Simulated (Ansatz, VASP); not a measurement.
**Pd: VASP beside Ansatz**

```
Pd
1.0
     5.01451    0.00000    0.00000
     0.00000    5.01451    0.00000
     0.00000    0.00000    5.01451
Pd
8
Cartesian
  5.0145 0.0000 0.0000
  2.5073 2.5073 2.5073
  1.2536 0.0000 2.5073
  3.7609 5.0145 2.5073
  2.5073 1.2536 5.0145
  2.5073 3.7609 5.0145
  0.0000 2.5073 1.2536
  0.0000 2.5073 3.7609
```

Alike in both runs: functional PBE; k mesh 5 × 5 × 5; occupations fermi-dirac, width 0.05 eV; collinear spin.

Ansatz relaxed the structure, and its values are those at the end. VASP's run is a single point on that final structure, the one shown.

|  | VASP | Ansatz |
| --- | --- | --- |
| version | VASP 6.6.1 | Ansatz 0.2.0 |
| potentials or method | VASP PAW PBE potentials, release 64 (Pd), cutoff 520 eV | plane waves (420 eV) with PAW, scalar-relativistic |
| valence electrons in the cell | 80 | 144 |

```csv
,VASP,Ansatz,Ansatz less VASP
pressure (GPa),-0.4,0.0,+0.35
net moment per atom (μB),0.00,0.00,0.000
```

VASP's potentials hold 80 valence electrons a cell and Ansatz's 144, so a difference there can come from the potentials and not from the codes. Ansatz's warnings: seeded moment not kept.
